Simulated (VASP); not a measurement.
# LiCl (I-4c2) in VASP: a series of runs

The runs below take LiCl through single point, relaxation of cell and atoms, with PBE.

Everything below comes from runs of VASP 6.6.1. Logs are shortened: lines on timing, memory, paths and dates and some standing lists are left out, and cuts for length are marked.

## Step 1: The cell of the first run

The structure is tetragonal, space group I-4c2 (No. 120). The conventional cell has a = 7.975 Å, b = 7.975 Å, c = 5.511 Å, α = 90.00°, β = 90.00°, γ = 90.00°. Li (site symmetry -4) has 4 Cl at 2.13 Å and 2 Li at 2.76 Å within 2.8 Å. Li (site symmetry 2) has 4 Cl at 2.13 to 2.18 Å within 2.8 Å. Within 2.8 Å of Cl (site symmetry -4) lie 4 Li at 2.13 Å and 2 Cl at 2.76 Å. Cl (site symmetry 2) has 4 Li at 2.13 to 2.18 Å within 2.8 Å.

The cell was generated, and may not be a known phase.

## Step 2: Single point, PBE

INCAR

```
PREC = Accurate
ENCUT = 520
EDIFF = 1E-7
ISMEAR = 0
SIGMA = 0.1
LREAL = F
LASPH = T
NELM = 80
ALGO = Normal
ISIF = 2
LWAVE = F
LCHARG = F
GGA = PE
NBANDS = 42
```

KPOINTS

```
regular mesh
0
Gamma
  4 4 4
```

POSCAR

```
LiCl
1.0
   -3.9874468900      3.9874468900      2.7556658200
    3.9874468900     -3.9874468900      2.7556658200
    3.9874468900      3.9874468900     -2.7556658200
Li Cl
6 6
Direct
    0.5000000000      0.5000000000      0.0000000000
    0.0000000000      0.0000000000      0.0000000000
    0.8556679600      0.3556679600      0.2113359100
    0.1443320400      0.6443320400      0.7886640900
    0.3556679600      0.1443320400      0.5000000000
    0.6443320400      0.8556679600      0.5000000000
    0.7500000000      0.2500000000      0.5000000000
    0.2500000000      0.7500000000      0.5000000000
    0.8943320400      0.6056679600      0.0000000000
    0.6056679600      0.8943320400      0.0000000000
    0.3943320400      0.3943320400      0.2886640900
    0.1056679600      0.1056679600      0.7113359100
```

Potentials or basis: VASP PAW PBE potentials, release 64 (Li_sv, Cl).

Run with:

```sh
$ cat potpaw_PBE.64/Li_sv/POTCAR potpaw_PBE.64/Cl/POTCAR > POTCAR
$ mpirun -np 1 vasp_std > vasp.out
```

OUTCAR:

```text
PREC = Accurate
   ENCUT = 520
   EDIFF = 1E-7
   ISMEAR = 0
   LREAL = F
   LASPH = T
   NELM = 80
   ISIF = 2
   GGA = PE

 ion  position               nearest neighbor table
   1  0.500  0.500  0.000-   9 2.13  10 2.13  12 2.13  11 2.13
   2  0.000  0.000  0.000-   9 2.13  10 2.13  11 2.13  12 2.13
   3  0.856  0.356  0.211-   8 2.13   7 2.13   9 2.18  10 2.18
   4  0.144  0.644  0.789-   7 2.13   8 2.13   9 2.18  10 2.18
   5  0.356  0.144  0.500-   7 2.13   8 2.13  11 2.18  12 2.18
   6  0.644  0.856  0.500-   7 2.13   8 2.13  11 2.18  12 2.18
   7  0.750  0.250  0.500-   5 2.13   6 2.13   4 2.13   3 2.13
   8  0.250  0.750  0.500-   5 2.13   6 2.13   3 2.13   4 2.13
   9  0.894  0.606  0.000-   1 2.13   2 2.13   3 2.18   4 2.18
  10  0.606  0.894  0.000-   1 2.13   2 2.13   3 2.18   4 2.18
  11  0.394  0.394  0.289-   2 2.13   1 2.13   5 2.18   6 2.18
  12  0.106  0.106  0.711-   1 2.13   2 2.13   5 2.18   6 2.18

  LATTYP: Found a body centered tetragonal cell.
 ALAT       =     7.9748937800
 C/A-ratio  =     0.6910852724

  Lattice vectors:

 A1 = (  -3.9874468900,   3.9874468900,   2.7556658200)
 A2 = (   3.9874468900,  -3.9874468900,   2.7556658200)
 A3 = (   3.9874468900,   3.9874468900,  -2.7556658200)

Analysis of symmetry for initial positions (statically):
=====================================================================
 Subroutine PRICEL returns:
 Original cell was already a primitive cell.

 Routine SETGRP: Setting up the symmetry group for a
 body centered tetragonal supercell.

 Subroutine GETGRP returns: Found  8 space group operations
 (whereof  4 operations were pure point group operations)
 out of a pool of 16 trial point group operations.

The static configuration has the point symmetry S_4 .
 The point group associated with its full space group is D_2d.

Analysis of symmetry for dynamics (positions and initial velocities):
=====================================================================
 Subroutine PRICEL returns:
 Original cell was already a primitive cell.

 Routine SETGRP: Setting up the symmetry group for a
 body centered tetragonal supercell.

 Subroutine GETGRP returns: Found  8 space group operations
 (whereof  4 operations were pure point group operations)
 out of a pool of 16 trial point group operations.
[... 117 lines left out ...]
   ISYM   =      2    0-nonsym 1-usesym 2-fastsym
   POTIM  = 0.5000    time-step for ionic-motion
   TEBEG  =    0.0;   TEEND  =   0.0 temperature during run
   PSTRESS=    0.0 pullay stress
   NELECT =      60.0000    total number of electrons
   NUPDOWN=      -1.0000    fix difference up-down
   EMIN   =  10.00;   EMAX   =-10.00  energy-range for DOS
   EFERMI =   0.00;   METHOD = LEGACY
   ISMEAR =     0;   SIGMA  =   0.10  broadening in eV -4-tet -1-fermi 0-gaus
   EFERMI_NEDOS =   21; number of points for ismear=-14 and -15
   IALGO  =     38    algorithm
   IMIX   =      4    mixing-type and parameters
     AMIX     =   0.40;   BMIX     =  1.00
     AMIX_MAG =   1.60;   BMIX_MAG =  1.00
  volume/ion in A,a.u.               =      14.60        98.56
  Fermi-wavevector in a.u.,A,eV,Ry     =   1.145249  2.164206 17.845327  1.311594
  Thomas-Fermi vector in A             =   2.281938
   LORBIT       =      0    0 simple, 1 ext, 2 COOP (PROOUT), +10 PAW based schemes
   GGA     = PE    functional components
   LHFCALC =     F    Hartree Fock is set to
   AEXX    =    0.0000 exact exchange contribution
   IVDW    =     0    specifies the selected vdW correction
   LEPSILON=     F    determine dielectric tensor
   LRPA    =     F    only Hartree local field effects (RPA)
 non-spin polarized calculation
 Gauss-broadening in eV      SIGMA  =   0.10
  energy-cutoff  :      520.00
  volume of cell :      175.26
 maximum number of plane-waves:      4737
 NGX is ok and might be reduce to    48
   NGX = 23   NGY = 23   NGZ = 23

 number of electron      60.0000007 magnetization

 Free energy of the ion-electron system (eV)
  ---------------------------------------------------
  ext. energy  EPLUGINS =         0.00000000
  ---------------------------------------------------
  free energy    TOTEN  =       -39.09388258 eV

  energy without entropy =      -39.09388258  energy(sigma->0) =      -39.09388258

 E-fermi :   4.5760     XC(G=0):  -9.1160

 val. band max:        3.9636368589   @ k =   0.0000   0.0000   0.0000
 cond. band min:       7.7806742963   @ k =   0.5000   0.5000   0.5000
 fundamental gap:      3.8170374373
 Fermi energy:         4.5760483513

 k-point     1 :       0.0000    0.0000    0.0000
  band No.  band energies     occupation
      1     -41.5414      2.00000
      2     -41.5147      2.00000
      3     -41.1836      2.00000
      4     -41.1797      2.00000
      5     -41.1771      2.00000
      6     -41.1771      2.00000
[... 574 lines left out ...]
     41      12.9205      0.00000
     42      13.0422      0.00000

------------------------ aborting loop because EDIFF is reached ----------------------------------------

  FORCE on cell =-STRESS in cart. coord.  units (eV):
  Direction    XX          YY          ZZ          XY          YZ          ZX
  --------------------------------------------------------------------------------------
  -------------------------------------------------------------------------------------
  Total       21.2375606     21.2375606     27.0348544      0.0000000      0.0000000      0.0000000
  in kB      194.1506503    194.1506503    247.1486562      0.0000000      0.0000000      0.0000000
  external PRESSURE =     211.8166522 kB  Pullay stress =       0.0000000 kB

 VOLUME and BASIS-vectors are now :
 -----------------------------------------------------------------------------
  energy-cutoff  :      520.00
  volume of cell :      175.26
      direct lattice vectors                 reciprocal lattice vectors
    -3.987446890  3.987446890  2.755665820     0.000000000  0.125393520  0.181444352
     3.987446890 -3.987446890  2.755665820     0.125393520  0.000000000  0.181444352
     3.987446890  3.987446890 -2.755665820     0.125393520  0.125393520  0.000000000

 POSITION                                       TOTAL-FORCE (eV/Angst)
 -----------------------------------------------------------------------------------
      0.00000      0.00000      2.75567         0.000000     -0.000000     -0.000000
      0.00000      0.00000      0.00000         0.000000     -0.000000     -0.000000
     -1.15103      2.83641      2.75567         0.028034      0.028034     -0.000000
      5.13848      1.15103     -0.00000        -0.028034     -0.028034     -0.000000
      1.15103      2.83641      0.00000        -0.028034      0.028034      0.000000
      2.83641      1.15103      2.75567         0.028034     -0.028034     -0.000000
      0.00000      3.98745      1.37783         0.000000     -0.000000     -0.000000
      3.98745      0.00000      1.37783         0.000000     -0.000000     -0.000000
     -1.15103      1.15103      4.13350        -0.081013      0.081013      0.000000
      1.15103     -1.15103      4.13350         0.081013     -0.081013      0.000000
      1.15103      1.15103      1.37783         0.081013      0.081013     -0.000000
      2.83641      2.83641     -1.37783        -0.081013     -0.081013      0.000000
 -----------------------------------------------------------------------------------
    total drift:                               -0.000001      0.000001      0.000000

  FREE ENERGIE OF THE ION-ELECTRON SYSTEM (eV)
  ---------------------------------------------------
  free  energy   TOTEN  =       -39.0938825773 eV

  energy  without entropy=      -39.0938825773  energy(sigma->0) =      -39.09388258
```

stdout:

```text
POSCAR found type information on POSCAR LiCl
 POSCAR found :  2 types and      12 ions
 scaLAPACK will be used
 LDA part: xc-table for (Slater+PW92), standard interpolation
 POSCAR, INCAR and KPOINTS ok, starting setup
 FFT: planning ... GRIDC
 FFT: planning ... GRID_SOFT
 FFT: planning ... GRID
 WAVECAR not read
 entering main loop
```

Wall time 3 min (1 thread of Oxide Virtual Turin-like, shared host); peak memory 0.31 GiB.

Results:

```
Free energy            : -39.0939 eV
Largest force          : 0.115 eV/Å
Band gap on the k mesh : 3.82 eV (least direct gap 3.84 eV)
```

Forces in eV/Å, atoms in the order of the input:
```
Li   0.000  0.000  0.000
Li   0.000  0.000  0.000
Li   0.028  0.028  0.000
Li  -0.028 -0.028  0.000
Li  -0.028  0.028  0.000
Li   0.028 -0.028  0.000
Cl   0.000  0.000  0.000
Cl   0.000  0.000  0.000
Cl  -0.081  0.081  0.000
Cl   0.081 -0.081  0.000
Cl   0.081  0.081  0.000
Cl  -0.081 -0.081  0.000
```

Levels at points of the mesh, in eV from the valence-band top:
```tsv
k point	band 26	band 27	band 28	band 29	band 30	band 31	band 32	band 33	band 34	band 35
(0.00, 0.00, 0.00)	-2.48	-2.48	-1.93	-1.93	0.00	4.15	4.93	4.93	5.74	6.33
(0.50, 0.00, 0.00)	-3.14	-2.32	-2.32	-2.23	-2.23	5.24	5.24	5.65	5.65	6.20
(0.50, 0.50, 0.00)	-3.42	-2.56	-2.03	-1.38	-0.02	4.35	4.45	4.61	5.51	5.97
(0.50, 0.50, 0.50)	-3.25	-3.25	-1.72	-1.72	-0.02	3.82	3.91	4.74	4.74	6.17
```

Caveat: the cutoff is under 1.25 times the usual one of these potentials, so pressure, stress and relaxed cells hold a basis-set (Pulay) error. A k mesh can miss the band edges.

(Part 1 of 2 ends here.)
